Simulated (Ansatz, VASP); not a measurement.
## AlN: VASP beside Ansatz

```
Al N
1.0
    -3.31348    0.00000    0.00000
     0.00000    0.00000   -4.18759
     0.00000   -5.73911    0.00000
Al N
4 4
Direct
  0.50000 0.24231 0.16667
  0.00000 0.24231 0.66667
  0.00000 0.74231 0.33333
  0.50000 0.74231 0.83333
  0.50000 0.76481 0.16667
  0.00000 0.76481 0.66667
  0.00000 0.26481 0.33333
  0.50000 0.26481 0.83333
```

Change from the starting cell: mode 4 frozen in at +0.000 Å and mode 5 at -0.062 Å (largest displacements).

Alike in both runs: task single point; functional PBE; k mesh 8 × 6 × 4; occupations gaussian, width 0.05 eV; no spin polarisation.

```csv
,VASP,Ansatz
version,VASP 6.6.1,Ansatz 0.2.0
potentials or method,"VASP PAW PBE potentials, release 64 (Al, N), cutoff 520 eV","scalar-relativistic, plane waves, PAW"
valence electrons in the cell,32,32
```

Ansatz gave:

```
gap on the k mesh at the Fermi level (eV)                     : 3.29
least direct gap on the mesh (eV)                             : 3.29
pressure (GPa)                                                : 0.7
traceless stress, the component that is largest in VASP (GPa) : 2.52
rms of the force components (eV/Å)                            : 0.098
```

Q: Estimate VASP's values.

A: gap on the k mesh at the Fermi level (eV): 3.30; least direct gap on the mesh (eV): 3.30; pressure (GPa): 0.6; traceless stress, the component that is largest in VASP (GPa): 2.65; rms of the force components (eV/Å): 0.098.

Atom by atom the forces differ by 0.001 eV/Å (rms over components).
